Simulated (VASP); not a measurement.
# ZnSnP2 (I-42d) in VASP: notebook

The runs below take ZnSnP2 through single point, relaxation of cell and atoms, with LDA, PBEsol, PBE, r2SCAN.

Program: VASP 6.6.1. These are calculated values, not measurements. Logs are shortened: lines on timing, memory, paths and dates and some standing lists are left out, and cuts for length are marked.

### Step 1. The cell of the first run

Symmetry: I-42d, No. 122, tetragonal system. The conventional cell has a = 5.571 Å, b = 5.571 Å, c = 11.187 Å, α = 90.00°, β = 90.00°, γ = 90.00°. Zn (site symmetry -4) has 4 P at 2.34 Å within 3.1 Å. Sn (site symmetry -4) has 4 P at 2.50 Å within 3.3 Å. Within 3.1 Å of P (site symmetry 2) lie 2 Zn at 2.34 Å and 2 Sn at 2.50 Å.

### Step 2. Single point, LDA

Input file INCAR:

```
SYSTEM = ZnSnP2
  PREC = Accurate
  ENCUT = 500
  EDIFF = 1E-6
  ISMEAR = -1
  SIGMA = 0.02
  LREAL = .FALSE.
  LASPH = .TRUE.
  NELM = 120
  ALGO = Normal
  ISIF = 2
  LWAVE = .FALSE.
  LCHARG = .TRUE.
  LELF = .TRUE.
  LVHAR = .TRUE.
  NBANDS = 46
  GGA_COMPAT = .FALSE.
```

Input file KPOINTS:

```
Automatic mesh
0
G
  6 6 6
  0 0 0
```

Input file POSCAR:

```
ZnSnP2
1.0
   -2.7855033099      2.7855033099      5.5933363687
    2.7855033099     -2.7855033099      5.5933363687
    2.7855033099      2.7855033099     -5.5933363687
Zn Sn P
2 2 4
Direct
    0.7500000000      0.2500000000      0.5000000000
    0.0000000000      0.0000000000      0.0000000000
    0.2500000000      0.7500000000      0.5000000000
    0.5000000000      0.5000000000      0.0000000000
    0.3750000000      0.3490074745      0.4740074745
    0.6509925255      0.1250000000      0.0259925255
    0.0990074745      0.6250000000      0.9740074745
    0.8750000000      0.9009925255      0.5259925255
```

Potentials or basis: VASP PAW LDA potentials, release 64 (Zn, Sn_d, P).

Started as:

```
> cat potpaw_LDA.64/Zn/POTCAR potpaw_LDA.64/Sn_d/POTCAR potpaw_LDA.64/P/POTCAR > POTCAR
> mpirun -np 1 vasp_std > vasp.out
```

OUTCAR:

```text
SYSTEM = ZnSnP2
   PREC = Accurate
   ENCUT = 500
   EDIFF = 1E-6
   ISMEAR = -1
   LREAL = .FALSE.
   LASPH = .TRUE.
   NELM = 120
   ISIF = 2

 ion  position               nearest neighbor table
   1  0.750  0.250  0.500-   5 2.34   6 2.34   7 2.34   8 2.34
   2  0.000  0.000  0.000-   5 2.34   6 2.34   7 2.34   8 2.34
   3  0.250  0.750  0.500-   7 2.50   5 2.50   8 2.50   6 2.50
   4  0.500  0.500  0.000-   5 2.50   6 2.50   7 2.50   8 2.50
   5  0.375  0.349  0.474-   1 2.34   2 2.34   4 2.50   3 2.50
   6  0.651  0.125  0.026-   1 2.34   2 2.34   4 2.50   3 2.50
   7  0.099  0.625  0.974-   1 2.34   2 2.34   3 2.50   4 2.50
   8  0.875  0.901  0.526-   1 2.34   2 2.34   3 2.50   4 2.50

  LATTYP: Found a body centered tetragonal cell.
 ALAT       =     5.5710066198
 C/A-ratio  =     2.0080164144

  Lattice vectors:

 A1 = (  -2.7855033099,   2.7855033099,   5.5933363687)
 A2 = (   2.7855033099,  -2.7855033099,   5.5933363687)
 A3 = (   2.7855033099,   2.7855033099,  -5.5933363687)

Analysis of symmetry for initial positions (statically):
=====================================================================
 Subroutine PRICEL returns:
 Original cell was already a primitive cell.

 Routine SETGRP: Setting up the symmetry group for a
 body centered tetragonal supercell.

 Subroutine GETGRP returns: Found  8 space group operations
 (whereof  4 operations were pure point group operations)
 out of a pool of 16 trial point group operations.

The static configuration has the point symmetry S_4 .
 The point group associated with its full space group is D_2d.

Analysis of symmetry for dynamics (positions and initial velocities):
=====================================================================
 Subroutine PRICEL returns:
 Original cell was already a primitive cell.

 Routine SETGRP: Setting up the symmetry group for a
 body centered tetragonal supercell.

 Subroutine GETGRP returns: Found  8 space group operations
 (whereof  4 operations were pure point group operations)
 out of a pool of 16 trial point group operations.

The dynamic configuration has the point symmetry S_4 .
 The point group associated with its full space group is D_2d.

 Subroutine INISYM returns: Found  8 space group operations
 (whereof  4 operations are pure point group operations),
 and found     1 'primitive' translations

----------------------------------------------------------------------------------------

                                     Primitive cell

  volume of cell :     173.5954

  direct lattice vectors                    reciprocal lattice vectors
    -2.785503310  2.785503310  5.593336369     0.000000000  0.179500774  0.089392085
     2.785503310 -2.785503310  5.593336369     0.179500774  0.000000000  0.089392085
     2.785503310  2.785503310 -5.593336369     0.179500774  0.179500774  0.000000000

  length of vectors
     6.841306097  6.841306097  6.841306097     0.200527985  0.200527985  0.253852429

  position of ions in fractional coordinates (direct lattice)
     0.750000000  0.250000000  0.500000000
     0.000000000  0.000000000  0.000000000
     0.250000000  0.750000000  0.500000000
     0.500000000  0.500000000  0.000000000
     0.375000000  0.349007474  0.474007474
     0.650992526  0.125000000  0.025992526
     0.099007474  0.625000000  0.974007474
     0.875000000  0.900992526  0.525992526

  ion indices of the primitive-cell ions
   primitive index   ion index
                 1           1
                 2           2
                 3           3
                 4           4
                 5           5
                 6           6
                 7           7
                 8           8

----------------------------------------------------------------------------------------

 KPOINTS: Automatic mesh

Automatic generation of k-mesh.
 Grid dimensions read from file:
 generate k-points for:    6    6    6

 Generating k-lattice:

  Cartesian coordinates                     Fractional coordinates (reciprocal lattice)
     0.000000000  0.029916796  0.014898681     0.166666667  0.000000000  0.000000000
     0.029916796  0.000000000  0.014898681     0.000000000  0.166666667  0.000000000
     0.029916796  0.029916796  0.000000000     0.000000000  0.000000000  0.166666667

  Length of vectors
     0.033421331  0.033421331  0.042308738

  Shift w.r.t. Gamma in fractional coordinates (k-lattice)
     0.000000000  0.000000000  0.000000000

 Subroutine IBZKPT returns following result:
 ===========================================

 Found     30 irreducible k-points:

 Following reciprocal coordinates:
            Coordinates               Weight
  0.000000  0.000000  0.000000      1.000000
  0.166667  0.000000  0.000000      8.000000
  0.333333 -0.000000  0.000000      8.000000
  0.500000  0.000000  0.000000      4.000000
  0.166667  0.166667  0.000000      8.000000
  0.333333  0.166667 -0.000000     16.000000
[... 16 lines left out ...]
 -0.333333 -0.333333  0.166667      8.000000
 -0.166667 -0.333333  0.166667      8.000000
 [... further k-points ...]
   k-points           NKPTS =     30   k-points in BZ     NKDIM =     30   number of bands    NBANDS=     46
   number of dos      NEDOS =    301   number of ions     NIONS =      8
   total plane-waves  NPLWV = 125000
   dimension x,y,z NGX =    50 NGY =   50 NGZ =   50
   dimension x,y,z NGXF=   100 NGYF=  100 NGZF=  100
   ions per type =               2   2   4
   NGX,Y,Z   is equivalent  to a cutoff of  12.15, 12.15, 12.15 a.u.
   NGXF,Y,Z  is equivalent  to a cutoff of  24.30, 24.30, 24.30 a.u.
 SYSTEM =  ZnSnP2
   PREC   = accura    normal or accurate (medium, high low for compatibility)
   ISTART =      0    job   : 0-new  1-cont  2-samecut
   ICHARG =      2    charge: 1-file 2-atom 10-const
   ISPIN  =      1    spin polarized calculation?
   LNONCOLLINEAR =      F non collinear calculations
   LSORBIT =      F    spin-orbit coupling
   LASPH  =      T    aspherical Exc in radial PAW
   ENCUT  =  500.0 eV  36.75 Ry    6.06 a.u.  12.47 12.47 12.47*2*pi/ulx,y,z
   NELM   =    120;   NELMIN=  2; NELMDL= -5     # of ELM steps
   EDIFF  = 0.1E-05   stopping-criterion for ELM
   LREAL  =      F    real-space projection
   EDIFFG = 0.1E-04   stopping-criterion for IOM
   NSW    =      0    number of steps for IOM
   IBRION =     -1    ionic relax: 0-MD 1-quasi-New 2-CG
   NFREE  =      0    steps in history (QN), initial steepest desc. (CG)
   ISIF   =      2    stress and relaxation
   ISYM   =      2    0-nonsym 1-usesym 2-fastsym
   POTIM  = 0.5000    time-step for ionic-motion
   TEBEG  =    0.0;   TEEND  =   0.0 temperature during run
   PSTRESS=    0.0 pullay stress
   NELECT =      72.0000    total number of electrons
   NUPDOWN=      -1.0000    fix difference up-down
   EMIN   =  10.00;   EMAX   =-10.00  energy-range for DOS
   EFERMI =   0.00;   METHOD = LEGACY
   ISMEAR =    -1;   SIGMA  =   0.02  broadening in eV -4-tet -1-fermi 0-gaus
   EFERMI_NEDOS =   21; number of points for ismear=-14 and -15
   IALGO  =     38    algorithm
   IMIX   =      4    mixing-type and parameters
     AMIX     =   0.40;   BMIX     =  1.00
     AMIX_MAG =   1.60;   BMIX_MAG =  1.00
  volume/ion in A,a.u.               =      21.70       146.43
  Fermi-wavevector in a.u.,A,eV,Ry     =   1.220880  2.307128 20.280129  1.490547
  Thomas-Fermi vector in A             =   2.356082
   LORBIT       =      0    0 simple, 1 ext, 2 COOP (PROOUT), +10 PAW based schemes
   GGA     = CA    functional components
   LHFCALC =     F    Hartree Fock is set to
   AEXX    =    0.0000 exact exchange contribution
   IVDW    =     0    specifies the selected vdW correction
   LEPSILON=     F    determine dielectric tensor
   LRPA    =     F    only Hartree local field effects (RPA)
 non-spin polarized calculation
  energy-cutoff  :      500.00
  volume of cell :      173.60
 maximum number of plane-waves:      4438
 NGX is ok and might be reduce to    50
   NGX = 25   NGY = 25   NGZ = 25

 number of electron      72.0000005 magnetization

 Free energy of the ion-electron system (eV)
  ---------------------------------------------------
  ext. energy  EPLUGINS =         0.00000000
  ---------------------------------------------------
  free energy    TOTEN  =       -38.28388587 eV

  energy without entropy =      -38.28388587  energy(sigma->0) =      -38.28388587

 E-fermi :   5.4263     XC(G=0): -10.0365

 val. band max:        4.9850525062   @ k =   0.0000   0.0000   0.0000
 cond. band min:       5.8289620258   @ k =   0.0000   0.0000   0.0000
 fundamental gap:      0.8439095196
 Fermi energy:         5.4262760245

 k-point     1 :       0.0000    0.0000    0.0000
  band No.  band energies     occupation
      1     -16.6173      2.00000
      2     -16.6168      2.00000
      3     -16.6168      2.00000
      4     -16.5949      2.00000
      5     -16.5820      2.00000
      6     -16.5820      2.00000
[... 38 lines left out ...]
     45       9.7791      0.00000
     46       9.8662      0.00000

 k-point     2 :       0.1667    0.0000    0.0000
  band No.  band energies     occupation
      1     -16.6194      2.00000
      2     -16.6157      2.00000
      3     -16.6150      2.00000
      4     -16.5957      2.00000
      5     -16.5844      2.00000
      6     -16.5806      2.00000
[... 38 lines left out ...]
     45       9.4943      0.00000
     46      10.0048      0.00000

 k-point     3 :       0.3333   -0.0000    0.0000
  band No.  band energies     occupation
      1     -16.6211      2.00000
      2     -16.6150      2.00000
      3     -16.6117      2.00000
      4     -16.5966      2.00000
      5     -16.5900      2.00000
      6     -16.5784      2.00000
[... 38 lines left out ...]
     45       9.6848      0.00000
     46      10.3761      0.00000

 k-point     4 :       0.5000    0.0000    0.0000
  band No.  band energies     occupation
      1     -16.6217      2.00000
      2     -16.6151      2.00000
      3     -16.6092      2.00000
      4     -16.5954      2.00000
      5     -16.5948      2.00000
      6     -16.5774      2.00000
[... 920 lines left out ...]
     45       9.5465      0.00000
     46       9.9584      0.00000

 k-point    23 :      -0.3333   -0.3333    0.1667
  band No.  band energies     occupation
      1     -16.6214      2.00000
      2     -16.6204      2.00000
      3     -16.6115      2.00000
      4     -16.6001      2.00000
      5     -16.5793      2.00000
      6     -16.5790      2.00000
[... 38 lines left out ...]
     45       9.8478      0.00000
     46      10.1587      0.00000

 k-point    24 :      -0.1667   -0.3333    0.1667
  band No.  band energies     occupation
      1     -16.6211      2.00000
      2     -16.6192      2.00000
      3     -16.6137      2.00000
      4     -16.5981      2.00000
      5     -16.5808      2.00000
      6     -16.5777      2.00000
[... 38 lines left out ...]
     45       9.2770      0.00000
     46       9.7987      0.00000

 [... further k-points ...]
[... 5 lines left out ...]
  --------------------------------------------------------------------------------------
  -------------------------------------------------------------------------------------
  Total        0.0675070      0.0675070      0.0587306      0.0000000      0.0000000      0.0000000
  in kB        0.6230471      0.6230471      0.5420470      0.0000000      0.0000000      0.0000000
  external PRESSURE =       0.5960471 kB  Pullay stress =       0.0000000 kB

 VOLUME and BASIS-vectors are now :
 -----------------------------------------------------------------------------
  energy-cutoff  :      500.00
  volume of cell :      173.60
      direct lattice vectors                 reciprocal lattice vectors
    -2.785503310  2.785503310  5.593336369     0.000000000  0.179500774  0.089392085
     2.785503310 -2.785503310  5.593336369     0.179500774  0.000000000  0.089392085
     2.785503310  2.785503310 -5.593336369     0.179500774  0.179500774  0.000000000

 POSITION                                       TOTAL-FORCE (eV/Angst)
 -----------------------------------------------------------------------------------
      0.00000      2.78550      2.79667        -0.000000      0.000000     -0.000000
      0.00000      0.00000      0.00000         0.000000      0.000000     -0.000000
      2.78550      0.00000      2.79667        -0.000000      0.000000      0.000000
      0.00000      0.00000      5.59334         0.000000      0.000000     -0.000000
      1.24795      1.39275      1.39833         0.026411      0.000000      0.000000
     -1.39275      1.53756      4.19500         0.000000     -0.026411     -0.000000
      4.17825      1.24795     -1.39833         0.000000      0.026411      0.000000
      1.53756      1.39275      6.99167        -0.026411      0.000000     -0.000000
 -----------------------------------------------------------------------------------
    total drift:                               -0.000005     -0.000005     -0.000006

  FREE ENERGIE OF THE ION-ELECTRON SYSTEM (eV)
  ---------------------------------------------------
  free  energy   TOTEN  =       -38.2838858736 eV

  energy  without entropy=      -38.2838858736  energy(sigma->0) =      -38.28388587
```

It took 4.4 min on 1 thread of Intel Xeon Platinum 8488C (Sapphire Rapids), shared host; peak memory 0.39 GiB.

What came out:

```
Free energy            : -38.2839 eV
Pressure               : 0.1 GPa
Largest force          : 0.026 eV/Å
Band gap on the k mesh : 0.84 eV
```

Forces on the atoms (eV/Å):
```
Zn   0.000  0.000  0.000
Zn   0.000  0.000  0.000
Sn   0.000  0.000  0.000
Sn   0.000  0.000  0.000
P    0.026  0.000  0.000
P    0.000 -0.026  0.000
P    0.000  0.026  0.000
P   -0.026  0.000  0.000
```

Levels at points of the mesh, in eV from the valence-band top:
```
           k point  band 34  band 35  band 36  band 37  band 38  band 39
(0.00, 0.00, 0.00)    -0.02     0.00     0.00     0.84     1.15     1.41
(0.50, 0.00, 0.00)    -2.08    -1.59    -1.09     2.49     2.57     2.64
(0.50, 0.50, 0.00)    -1.17    -0.89    -0.89     1.03     1.03     2.76
(0.50, 0.50, 0.50)    -1.82    -1.52    -1.52     1.15     1.15     1.19
```

Caveat: spin-orbit coupling is left out, which moves the levels of the heavy elements. A k mesh can miss the band edges.

(Part 1 of 3 ends here.)
